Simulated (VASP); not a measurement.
Here is a VASP 6.6.1 calculation.

File INCAR:

```
SYSTEM = CaZnInC6N6
PREC     = Accurate       ! precision mode
ENCUT    = 600            ! plane-wave cutoff, eV
EDIFF    = 1E-6           ! SCF threshold, eV
ISMEAR   = 0              ! smearing method
SIGMA    = 0.1            ! smearing width, eV
LREAL    = .False.        ! projectors in reciprocal space
LASPH    = .True.         ! aspherical terms in the spheres
NELM     = 120            ! most SCF steps
ALGO     = Normal         ! electronic algorithm
ISIF     = 2              ! what is computed and relaxed
LWAVE    = .False.        ! write WAVECAR
LCHARG   = .False.        ! write CHGCAR
GGA      = PE             ! functional
NBANDS   = 58             ! bands
GGA_COMPAT= .False.
```

The input KPOINTS:

```
regular mesh
0
Gamma
  4 4 4
  0 0 0
```

The input POSCAR:

```
CaZnInC6N6
1.0
    0.0000000000      5.6327322315      5.6327322315
    5.6327322315      0.0000000000      5.6327322315
    5.6327322315      5.6327322315      0.0000000000
Ca Zn In C N
1 1 1 6 6
Direct
    0.7500000000      0.7500000000      0.7500000000
    0.5000000000      0.5000000000      0.5000000000
    0.0000000000      0.0000000000      0.0000000000
    0.7937604080      0.2062395920      0.2062395920
    0.2062395920      0.2062395920      0.7937604080
    0.7937604080      0.2062395920      0.7937604080
    0.2062395920      0.7937604080      0.7937604080
    0.7937604080      0.7937604080      0.2062395920
    0.2062395920      0.7937604080      0.2062395920
    0.6902594134      0.3097405866      0.3097405866
    0.3097405866      0.3097405866      0.6902594134
    0.6902594134      0.3097405866      0.6902594134
    0.3097405866      0.6902594134      0.6902594134
    0.6902594134      0.6902594134      0.3097405866
    0.3097405866      0.6902594134      0.3097405866
```

Potentials or basis: VASP PAW PBE potentials, release 64 (Ca_sv, Zn, In_d, C, N).

Run with:

```console
$ cat potpaw_PBE.64/Ca_sv/POTCAR potpaw_PBE.64/Zn/POTCAR potpaw_PBE.64/In_d/POTCAR potpaw_PBE.64/C/POTCAR potpaw_PBE.64/N/POTCAR > POTCAR
$ mpirun -np 1 vasp_std > vasp.out
```

Q: Predict the largest force.

A: 0.397 eV/Å.

Q: What does it give for the pressure?

A: 0.3 GPa.

Forces in eV/Å, atoms in the order of the input:
```
Ca   0.000  0.000  0.000
Zn   0.000  0.000  0.000
In   0.000  0.000  0.000
C   -0.397  0.000  0.000
C    0.000  0.000 -0.397
C    0.000  0.397  0.000
C    0.397  0.000  0.000
C    0.000  0.000  0.397
C    0.000 -0.397  0.000
N    0.382  0.000  0.000
N    0.000  0.000  0.382
N    0.000 -0.382  0.000
N   -0.382  0.000  0.000
N    0.000  0.000 -0.382
N    0.000  0.382  0.000
```

Caveat: an odd number of electrons without spin polarisation forces a metal; a magnetic or distorted state may lie lower.
